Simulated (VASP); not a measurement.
Input of a VASP 6.6.1 run:

Contents of INCAR:

```
SYSTEM = KBr
  ALGO = Normal
  EDIFF = 1E-6
  ENCUT = 520
  GGA = PE
  ISIF = 2
  ISMEAR = 0
  LASPH = .TRUE.
  LCHARG = .FALSE.
  LREAL = .FALSE.
  LWAVE = .FALSE.
  NBANDS = 15
  NELM = 60
  PREC = Accurate
  SIGMA = 0.05
```

The input KPOINTS:

```
k-points
0
G
  6 6 6
  0 0 0
```

File POSCAR:

```
KBr
1.0
    0.0000000000      3.3130781250      3.3130781250
    3.2925000000      0.0205781250      3.2925000000
    3.2925000000      3.2925000000      0.0205781250
K Br
1 1
Direct
    0.0000000000      0.0000000000      0.0000000000
    0.5000000000      0.5000000000      0.5000000000
```

Potentials or basis: VASP PAW PBE potentials, release 64 (K_sv, Br).

Command:

```console
$ cat potpaw_PBE.64/K_sv/POTCAR potpaw_PBE.64/Br/POTCAR > POTCAR
$ mpirun -np 1 vasp_std > vasp.out
```

Q: Predict the band gap on the k mesh.

A: 4.44 eV, direct.

Q: Predict the pressure.

A: 0.9 GPa.

Stress tensor (GPa, compression positive):
```
 0.87  0.00  0.00
 0.00  0.87 -0.06
 0.00 -0.06  0.87
```

Caveat: the cell differs from its parent crystal (strain +0.0125 x Voigt [0, 0, 0, 1, 0, 0]).
